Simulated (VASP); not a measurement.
Here is a VASP 6.6.1 calculation.

INCAR

```
PREC     = Accurate       # precision mode
ENCUT    = 520            # plane-wave cutoff, eV
EDIFF    = 1E-6           # SCF threshold, eV
ISMEAR   = -1             # smearing method
SIGMA    = 0.02           # smearing width, eV
LREAL    = False          # projectors in reciprocal space
LASPH    = True           # aspherical terms in the spheres
NELM     = 100            # most SCF steps
ALGO     = Normal         # electronic algorithm
ISIF     = 2              # what is computed and relaxed
LWAVE    = False          # write WAVECAR
LCHARG   = False          # write CHGCAR
NBANDS   = 16             # bands
```

Contents of KPOINTS:

```
Automatic mesh
0
Gamma
  7 5 7
```

POSCAR

```
Si
1.0
   -2.7009664875      2.7009664875      0.0000000000
    0.0000000000      0.0000000000      5.4019329750
    2.7009664875      2.7009664875      0.0000000000
Si
4
Direct
    0.5000000000      0.3750000000      0.2500000000
    0.0000000000      0.8750000000      0.7500000000
    0.0000000000      0.1250000000      0.2500000000
    0.5000000000      0.6250000000      0.7500000000
```

Potentials or basis: VASP PAW LDA potentials, release 64 (Si).

Launch:

```console
$ cat potpaw_LDA.64/Si/POTCAR > POTCAR
$ mpirun -np 1 vasp_std > vasp.out
```

(1) What does it give for the pressure?

(2) Estimate the band gap on the k mesh.

Results:

(1) 0.1 GPa.

(2) 0.44 eV.

Caveat: an odd mesh through Γ misses points on the zone boundary, where band edges can lie.
